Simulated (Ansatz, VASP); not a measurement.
ZrWN2: VASP beside Ansatz

```
Zr W N
1.0
     2.95683    0.00000    0.00000
    -1.47842    2.56069    0.00000
     0.00000    0.00000    5.94486
Zr W N
1 1 2
Cartesian
  0.0000 0.0000 2.9724
  0.0000 0.0000 0.0000
  0.0000 1.7071 1.3176
  0.0000 1.7071 4.6272
```

Alike in both runs: functional PBE; k mesh 6 × 6 × 4; occupations gaussian, width 0.1 eV; no spin polarisation.

Ansatz relaxed the structure, and its values are those at the end. VASP's run is a single point on that final structure, the one shown.

|  | VASP | Ansatz |
| --- | --- | --- |
| version | VASP 6.6.1 | Ansatz 0.2.0 |
| potentials or method | VASP PAW PBE potentials, release 64 (Zr_sv, W_sv, N), cutoff 520 eV | scalar-relativistic, plane waves, PAW |
| valence electrons in the cell | 36 | 36 |

```tsv
	VASP	Ansatz	Ansatz less VASP
gap on the k mesh at the Fermi level (eV)	none	none	-
pressure (GPa)	0.9	0.1	-0.82
rms of the force components (eV/Å)	0.027	0.000	-0.0269
```

A gap of «none» marks a metal or a gap that the smearing closes. With one functional, cell and mesh, what is left measures potentials, basis and numerics.

The k mesh is coarse, so the values compare programs but aren't converged. Neither program's run includes spin-orbit coupling.
